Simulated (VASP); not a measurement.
# Cu (I4/mmm) in VASP: notebook, part 2 of 2

VASP 6.6.1. The steps go on from the part before.

### Step 3. Single point, PBE

INCAR reads:

```
PREC = Accurate
ENCUT = 520
EDIFF = 1E-6
ISMEAR = -5
SIGMA = 0.1
LREAL = F
LASPH = T
NELM = 80
ALGO = Fast
ISIF = 2
LWAVE = F
LCHARG = F
GGA = PE
NBANDS = 12
```

KPOINTS reads:

```
Automatic mesh
0
Gamma
  20 20 20
```

POSCAR reads:

```
Cu
1.0
   -1.4427933200      1.4427933200      1.3760814500
    1.4427933200     -1.4427933200      1.3760814500
    1.4427933200      1.4427933200     -1.3760814500
Cu
1
Direct
    0.0000000000      0.0000000000      0.0000000000
```

Potentials or basis: VASP PAW PBE potentials, release 64 (Cu).

Command:

```sh
$ cat potpaw_PBE.64/Cu/POTCAR > POTCAR
$ mpirun -np 1 vasp_std > vasp.out
```

OUTCAR:

```text
PREC = Accurate
   ENCUT = 520
   EDIFF = 1E-6
   ISMEAR = -5
   LREAL = F
   LASPH = T
   NELM = 80
   ISIF = 2
   GGA = PE

 ion  position               nearest neighbor table
   1  0.000  0.000  0.000-

  LATTYP: Found a body centered tetragonal cell.
 ALAT       =     2.8855866400
 C/A-ratio  =     0.9537620052

  Lattice vectors:

 A1 = (  -1.4427933200,   1.4427933200,   1.3760814500)
 A2 = (   1.4427933200,  -1.4427933200,   1.3760814500)
 A3 = (   1.4427933200,   1.4427933200,  -1.3760814500)

Analysis of symmetry for initial positions (statically):
=====================================================================
 Subroutine PRICEL returns:
 Original cell was already a primitive cell.

 Routine SETGRP: Setting up the symmetry group for a
 body centered tetragonal supercell.

 Subroutine GETGRP returns: Found 16 space group operations
 (whereof 16 operations were pure point group operations)
 out of a pool of 16 trial point group operations.

The static configuration has the point symmetry D_4h.

Analysis of symmetry for dynamics (positions and initial velocities):
[... 164 lines left out ...]
 fundamental gap:     -0.0209415724
 Fermi energy:         7.9928361885

 k-point     1 :       0.0000    0.0000    0.0000
  band No.  band energies     occupation
      1      -1.6116      2.00000
      2       4.6434      2.00000
      3       4.8379      2.00000
      4       4.8379      2.00000
      5       5.7086      2.00000
      6       5.9152      2.00000
      7      32.8395      0.00000
      8      32.8395      0.00000
      9      34.0848      0.00000
     10      36.9085      0.00000
     11      36.9138      0.00000
     12      36.9229      0.00000
[... 331 lines left out ...]
 k-point    24 :      -0.3500    0.0500    0.0000
  band No.  band energies     occupation
      1       1.9351      2.00000
      2       4.1644      2.00000
      3       4.8730      2.00000
      4       5.7572      2.00000
      5       5.8989      2.00000
      6       6.1284      2.00000
      7      18.4786      0.00000
      8      25.5818      0.00000
      9      27.1125      0.00000
     10      30.6258      0.00000
     11      33.5342      0.00000
     12      40.2449      0.00000

 [... further k-points ...]
[... 5 lines left out ...]
  --------------------------------------------------------------------------------------
  -------------------------------------------------------------------------------------
  Total        0.5813967      0.5813967      0.5770794      0.0000000     -0.0000000      0.0000000
  in kB       81.2963045     81.2963045     80.6926104      0.0000000     -0.0000000      0.0000000
  external PRESSURE =      81.0950731 kB  Pullay stress =       0.0000000 kB

 VOLUME and BASIS-vectors are now :
 -----------------------------------------------------------------------------
  energy-cutoff  :      520.00
  volume of cell :       11.46
      direct lattice vectors                 reciprocal lattice vectors
    -1.442793320  1.442793320  1.376081450     0.000000000  0.346549983  0.363350585
     1.442793320 -1.442793320  1.376081450     0.346549983  0.000000000  0.363350585
     1.442793320  1.442793320 -1.376081450     0.346549983  0.346549983  0.000000000

 POSITION                                       TOTAL-FORCE (eV/Angst)
 -----------------------------------------------------------------------------------
      0.00000      0.00000      0.00000         0.000000     -0.000000      0.000000
 -----------------------------------------------------------------------------------
    total drift:                                0.000000      0.000000      0.000000

  FREE ENERGIE OF THE ION-ELECTRON SYSTEM (eV)
  ---------------------------------------------------
  free  energy   TOTEN  =        -3.6788866236 eV

  energy  without entropy=       -3.6788866236  energy(sigma->0) =       -3.67888662
```

stdout:

```text
POSCAR found type information on POSCAR Cu
 POSCAR found :  1 types and       1 ions
 scaLAPACK will be used
 LDA part: xc-table for (Slater+PW92), standard interpolation
 POSCAR, INCAR and KPOINTS ok, starting setup
 FFT: planning ... GRIDC
 FFT: planning ... GRID_SOFT
 FFT: planning ... GRID
 WAVECAR not read
 entering main loop
WARNING in EDDRMM: call to ZHEGV failed, returncode =   8  4     10
 -----------------------------------------------------------------------------
|                                                                             |
|           W    W    AA    RRRRR   N    N  II  N    N   GGGG   !!!           |
|           W    W   A  A   R    R  NN   N  II  NN   N  G    G  !!!           |
|           W    W  A    A  R    R  N N  N  II  N N  N  G       !!!           |
|           W WW W  AAAAAA  RRRRR   N  N N  II  N  N N  G  GGG   !            |
|           WW  WW  A    A  R   R   N   NN  II  N   NN  G    G                |
|           W    W  A    A  R    R  N    N  II  N    N   GGGG   !!!           |
|                                                                             |
|     Tetrahedron method does not include variations of the Fermi             |
|     occupations, so forces and stress will be inaccurate. We suggest        |
|     using a different smearing scheme ISMEAR = 1 or 2 for metals in         |
|     relaxations.                                                            |
|                                                                             |
 -----------------------------------------------------------------------------
```

Wall time 44 s (1 thread of Intel Xeon 6975P-C (Granite Rapids), shared host); peak memory 0.23 GiB.

Results:

```yaml
Free_energy: -3.6789 eV
Pressure: 8.1 GPa
Band_gap_on_the_k_mesh: zero (an odd number of electrons rules out a gap without spin polarisation)
```

Levels at points of the mesh, in eV from the Fermi level:
| k point | band 3 | band 4 | band 5 | band 6 | band 7 | band 8 | band 9 | band 10 |
| --- | --- | --- | --- | --- | --- | --- | --- | --- |
| (0.00, 0.00, 0.00) | -3.15 | -3.15 | -2.28 | -2.08 | 24.85 | 24.85 | 26.09 | 28.92 |
| (0.50, 0.00, 0.00) | -2.20 | -1.97 | -1.40 | -0.56 | 4.68 | 17.33 | 17.46 | 21.34 |
| (0.50, 0.50, 0.00) | -2.36 | -2.11 | -1.43 | -0.93 | 4.15 | 18.58 | 18.89 | 22.51 |
| (0.50, 0.50, 0.50) | -1.60 | -1.60 | -1.55 | 7.72 | 7.72 | 9.56 | 13.33 | 13.97 |

Caveat: the cell stands under pressure; tetrahedron occupations give inexact forces and stress in metals.

### Step 4. Single point, PBE

INCAR reads:

```
SYSTEM = Cu
PREC     = Accurate       ! precision mode
ENCUT    = 520            ! plane-wave cutoff, eV
EDIFF    = 1E-6           ! SCF threshold, eV
ISMEAR   = 0              ! smearing method
SIGMA    = 0.1            ! smearing width, eV
LREAL    = .False.        ! projectors in reciprocal space
LASPH    = .True.         ! aspherical terms in the spheres
NELM     = 60             ! most SCF steps
ALGO     = Fast           ! electronic algorithm
ISIF     = 2              ! what is computed and relaxed
LWAVE    = .False.        ! write WAVECAR
LCHARG   = .False.        ! write CHGCAR
GGA      = PE             ! functional
NBANDS   = 12             ! bands
```

KPOINTS reads:

```
Automatic mesh
0
Gamma
  22 22 22
  0 0 0
```

POSCAR is that of step 3.

Command:

```sh
$ cat potpaw_PBE.64/Cu/POTCAR > POTCAR
$ mpirun -np 1 vasp_std > vasp.out
```

Wall time 42 s (1 thread of Intel Xeon 6975P-C (Granite Rapids), shared host); peak memory 0.21 GiB.

It converged, with:

| Quantity | Value |
| --- | --- |
| Free energy | -3.6779 eV |
| Pressure | 8.1 GPa |
| Band gap on the k mesh | zero (an odd number of electrons rules out a gap without spin polarisation) |

Stress tensor (GPa, compression positive):
```
8.19 0.00 0.00
0.00 8.19 0.00
0.00 0.00 7.83
```

Levels at points of the mesh, in eV from the Fermi level:
```tsv
k point	band 2	band 3	band 4	band 5	band 6	band 7	band 8	band 9	band 10	band 11
(0.00, 0.00, 0.00)	-3.34	-3.14	-3.14	-2.27	-2.06	24.86	24.86	26.11	28.93	28.94
(0.50, 0.00, 0.00)	-4.03	-2.18	-1.96	-1.39	-0.54	4.69	17.34	17.48	21.36	24.43
(0.50, 0.50, 0.00)	-3.79	-2.34	-2.10	-1.41	-0.91	4.16	18.59	18.90	22.52	25.53
(0.50, 0.50, 0.50)	-4.79	-1.59	-1.59	-1.53	7.73	7.73	9.57	13.34	13.98	16.78
```

Caveat: the cell stands under pressure.

### Step 5. Overview

| k mesh | smearing | gap on the mesh (eV) | pressure (GPa) |
| --- | --- | --- | --- |
| 20 × 20 × 20 | methfessel-paxton 0.2 eV | none | 7.8 |
| 20 × 20 × 20 | tetrahedron | none | 8.1 |
| 22 × 22 × 22 | gaussian 0.1 eV | none | 8.1 |

Alike in all rows: task single point; level PBE; potentials or basis VASP PAW PBE potentials, release 64 (Cu); no spin polarisation; cell as given; cutoff (eV) 520.

Caveats: the cell stands under pressure; tetrahedron occupations give inexact forces and stress in metals (at least some runs).

Total energies depend on the potentials used, so only differences within one code and one set of settings carry meaning.
